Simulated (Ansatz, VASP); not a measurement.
# Al in VASP and in Ansatz

INCAR

```
SYSTEM = Al
PREC = Accurate
ENCUT = 400
EDIFF = 1E-6
ISMEAR = 0
SIGMA = 0.1
LREAL = Auto
LASPH = .True.
NELM = 120
ALGO = Normal
ISIF = 2
LWAVE = .False.
LCHARG = .True.
LDIPOL = .True.
IDIPOL = 3
DIPOL = 0.5 0.5 0.495
GGA = PE
LELF = .True.
LVHAR = .True.
LVACPOTAV = .True.
NBANDS = 76
GGA_COMPAT = .False.
NELMDL = -8
```

KPOINTS

```
regular mesh
0
Gamma
  12 12 1
  0 0 0
```

Contents of POSCAR:

```
Al
1.0
    5.6541540400      0.0000000000      0.0000000000
   -2.8270770200      4.8966410400      0.0000000000
    0.0000000000      0.0000000000     36.3719863132
Al
35
Direct
    0.1666666666      0.3333333332      0.2474431812
    0.1666666664      0.8333333330      0.2474431812
    0.6666666668      0.3333333332      0.2474431812
    0.6666666666      0.8333333330      0.2474431812
    0.0000000000      0.0000000000      0.3105823909
   -0.0000000002      0.4999999998      0.3105823909
    0.5000000002      0.0000000000      0.3105823909
    0.5000000000      0.4999999998      0.3105823909
    0.3333333334      0.1666666666      0.3737215906
    0.3333333332      0.6666666664      0.3737215906
    0.8333333336      0.1666666666      0.3737215906
    0.8333333334      0.6666666664      0.3737215906
    0.0000000000      0.0000000000      0.4368608003
   -0.0000000002      0.4999999998      0.4368608003
    0.5000000002      0.0000000000      0.4368608003
    0.5000000000      0.4999999998      0.4368608003
    0.1668386136      0.3331613862      0.5009631939
    0.1668386133      0.8336772269      0.5009631939
    0.6663227729      0.3331613862      0.5009631939
    0.6666666666      0.8333333330      0.5012843464
    0.0009362564      0.0004681282      0.5659071528
   -0.0000000002      0.4999999998      0.5658861356
    0.4995318720      0.0004681282      0.5659071528
    0.4995318718      0.4990637434      0.5659071528
    0.3333333334      0.1666666666      0.6323083795
    0.3343489861      0.6671744928      0.6306979488
    0.8328255072      0.1656510137      0.6306979488
    0.8328255070      0.6671744928      0.6306979488
   -0.0056298761     -0.0028149380      0.6965568809
   -0.0000000002      0.4999999998      0.6943587187
    0.5028149383     -0.0028149380      0.6965568809
    0.5028149380      0.5056298759      0.6965568809
    0.1672096115      0.3327903883      0.7591115921
    0.1672096113      0.8344192228      0.7591115921
    0.6655807770      0.3327903883      0.7591115921
```

Input for Ansatz:

```yaml
crystal:
  lattice:
    - [5.65415404, 0.0, 0.0]
    - [-2.82707702, 4.89664104, 0.0]
    - [0.0, 0.0, 36.3719863132]
  atoms:
    - { symbol: Al, position: [0.1666666666, 0.3333333332, 0.2474431812] }
    - { symbol: Al, position: [0.1666666664, 0.833333333, 0.2474431812] }
    - { symbol: Al, position: [0.6666666668, 0.3333333332, 0.2474431812] }
    - { symbol: Al, position: [0.6666666666, 0.833333333, 0.2474431812] }
    - { symbol: Al, position: [0.0, 0.0, 0.3105823909] }
    - { symbol: Al, position: [-2.0e-10, 0.4999999998, 0.3105823909] }
    - { symbol: Al, position: [0.5000000002, 0.0, 0.3105823909] }
    - { symbol: Al, position: [0.5, 0.4999999998, 0.3105823909] }
    - { symbol: Al, position: [0.3333333334, 0.1666666666, 0.3737215906] }
    - { symbol: Al, position: [0.3333333332, 0.6666666664, 0.3737215906] }
    - { symbol: Al, position: [0.8333333336, 0.1666666666, 0.3737215906] }
    - { symbol: Al, position: [0.8333333334, 0.6666666664, 0.3737215906] }
    - { symbol: Al, position: [0.0, 0.0, 0.4368608003] }
    - { symbol: Al, position: [-2.0e-10, 0.4999999998, 0.4368608003] }
    - { symbol: Al, position: [0.5000000002, 0.0, 0.4368608003] }
    - { symbol: Al, position: [0.5, 0.4999999998, 0.4368608003] }
    - { symbol: Al, position: [0.1668386125, 0.3331613873, 0.500963193] }
    - { symbol: Al, position: [0.1668386123, 0.8336772248, 0.500963193] }
    - { symbol: Al, position: [0.666322775, 0.3331613873, 0.500963193] }
    - { symbol: Al, position: [0.6666666666, 0.833333333, 0.5012843455] }
    - { symbol: Al, position: [0.0009362559, 0.000468128, 0.565907152] }
    - { symbol: Al, position: [-2.0e-10, 0.4999999998, 0.5658861347] }
    - { symbol: Al, position: [0.4995318723, 0.000468128, 0.565907152] }
    - { symbol: Al, position: [0.499531872, 0.4990637438, 0.565907152] }
    - { symbol: Al, position: [0.3333333334, 0.1666666666, 0.6323083782] }
    - { symbol: Al, position: [0.3343489864, 0.667174493, 0.6306979481] }
    - { symbol: Al, position: [0.832825507, 0.1656510134, 0.6306979481] }
    - { symbol: Al, position: [0.8328255068, 0.667174493, 0.6306979481] }
    - { symbol: Al, position: [-0.005629877, -0.0028149385, 0.6965568794] }
    - { symbol: Al, position: [-2.0e-10, 0.4999999998, 0.6943587174] }
    - { symbol: Al, position: [0.5028149387, -0.0028149385, 0.6965568794] }
    - { symbol: Al, position: [0.5028149385, 0.5056298768, 0.6965568794] }
    - { symbol: Al, position: [0.1672096119, 0.3327903879, 0.75911159] }
    - { symbol: Al, position: [0.1672096117, 0.8344192235, 0.75911159] }
    - { symbol: Al, position: [0.6655807762, 0.3327903879, 0.75911159] }
basis:
  ecutwfc: 420.0
  fft_grid_basis: typed
kpoints:
  mp_grid: { grid: [12, 12, 1] }
hamiltonian:
  xc: pbe
  pseudopotentials: { kind: paw }
scf:
  occupations: { method: gaussian, width: 0.1 }
output:
  forces: true
  eigenvalues: true
  band_densities:
    - { e_range: [-2.0, -1.0] }
    - { e_range: [-1.0, -0.5] }
    - { e_range: [-0.5, -0.25] }
    - { e_range: [-0.25, 0.0] }
    - { e_range: [0.0, 0.25] }
    - { e_range: [0.25, 0.5] }
    - { e_range: [0.5, 1.0] }
    - { e_range: [1.0, 1.5] }
  band_residual_tolerance: 1.0e-05
  write_potential: true
  elf: true
  write_density: true
  volumetric_format: npy
efield:
  axis: 3
  dipole_correction: true
  ramp_width: 0.04
checkpoint:
  read: start.run
  write: ck
  compress: false
  write_wavefunctions: false
  write_every: 100000
```

Change from the starting cell: Al vacancy.

Alike in both runs: task single point; functional PBE; k mesh 12 × 12 × 1; occupations gaussian, width 0.1 eV; no spin polarisation.

|  | VASP | Ansatz |
| --- | --- | --- |
| version | VASP 6.6.1 | Ansatz 0.2.0 |
| potentials or method | VASP PAW PBE potentials, release 64 (Al), cutoff 400 eV | scalar-relativistic, plane waves, PAW |
| valence electrons in the cell | 105 | 105 |

```tsv
	VASP	Ansatz	Ansatz less VASP
gap on the k mesh at the Fermi level (eV)	none	none	-
rms of the force components (eV/Å)	0.057	0.057	+0.0002
work function, face that differs most (eV)	4.14	4.14	+0.003
```

Atom by atom the forces differ by 0.001 eV/Å (rms over components). A gap of «none» marks a metal or a gap that the smearing closes. The functional is the same, so the differences come from potentials, cutoffs and numerics. Ansatz's warnings: published levels not confirmed, xc potential rough in thin density.
